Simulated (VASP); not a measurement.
AgB2, 3 atoms in the cell. The typed cell holds 3 atoms: a = 3.000 Å, b = 3.000 Å, c = 3.240 Å, α = 90.00°, β = 90.00°, γ = 120.00°.  This cell differs from its parent crystal: atoms moved at random.

* Program: VASP 6.6.1
* Task: single point
* Functional: PBE
* Potentials or basis: VASP PAW PBE potentials, release 64 (Ag, B)
* Cutoff: 520 eV
* k mesh: 10 × 10 × 8
* Occupations: fermi-dirac, width 0.05 eV
* Spin: no spin polarisation
* Dipole correction: no
* Further INCAR settings: ALGO = Normal; EDIFF = 1e-06; NBANDS = 16

Potentials or basis: VASP PAW PBE potentials, release 64 (Ag, B).

Run with:

```sh
$ cat potpaw_PBE.64/Ag/POTCAR potpaw_PBE.64/B/POTCAR > POTCAR
$ mpirun -np 1 vasp_std > vasp.out
```

Hardware: 1 thread of Intel(R) Xeon(R) Platinum 8375C CPU @ 2.90GHz (Ice Lake), on a shared host.

Q: Estimate the wall time of this run.

A: It took 66 s on 1 thread of Intel(R) Xeon(R) Platinum 8375C CPU @ 2.90GHz (Ice Lake), with other jobs on the host, peak memory 0.27 GiB. Counts: scf iterations 12, k points 404.
